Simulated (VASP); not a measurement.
Input of a VASP 6.6.1 run:

File POSCAR:

```
C
1.0
    0.0000000000     -1.7801161419     -1.7801161419
   -1.7801161419      0.0000000000     -1.7801161419
    1.7801161419      1.7801161419     -3.5602322838
C
4
Direct
    0.7297766225      0.7872076953      0.7354050083
    0.2702233775      0.2127923047      0.2645949917
    0.3450461633      0.4024772361      0.8895949713
    0.9049538367      0.8475227639      0.3604050287
```

Contents of INCAR.step1:

```
ALGO = Normal
EDIFF = 1E-4
ENCUT = 520
GGA = PE
ISMEAR = 0
LASPH = T
LCHARG = F
LREAL = F
LWAVE = T
NBANDS = 16
NELM = 100
PREC = Accurate
SIGMA = 0.05
```

INCAR.step2

```
ALGO = Normal
EDIFF = 1E-6
ENCUT = 520
ISIF = 2
ISMEAR = 0
ISTART = 1
LASPH = T
LCHARG = F
LMIXTAU = T
LREAL = F
LWAVE = F
METAGGA = R2SCAN
NBANDS = 16
NELM = 100
PREC = Accurate
SIGMA = 0.05
```

The input KPOINTS:

```
k-points
0
Gamma
  12 12 10
```

Potentials or basis: VASP PAW PBE potentials, release 64 (C).

Command:

```console
$ cat potpaw_PBE.64/C/POTCAR > POTCAR
$ cp INCAR.step1 INCAR
$ mpirun -np 1 vasp_std > vasp.out
$ cp INCAR.step2 INCAR
$ mpirun -np 1 vasp_std > vasp.out
```

(1) Predict the pressure.

(2) What does it give for the band gap on the k mesh?

Answers

(1) 2.8 GPa.

(2) 3.83 eV, indirect (least direct gap 5.40 eV).

Caveat: the cell differs from its parent crystal (mode 4 frozen in at -0.074 Å and mode 9 at -0.060 Å (largest displacements)); the PAW data sets were made with another functional, which shifts forces and pressure a little.
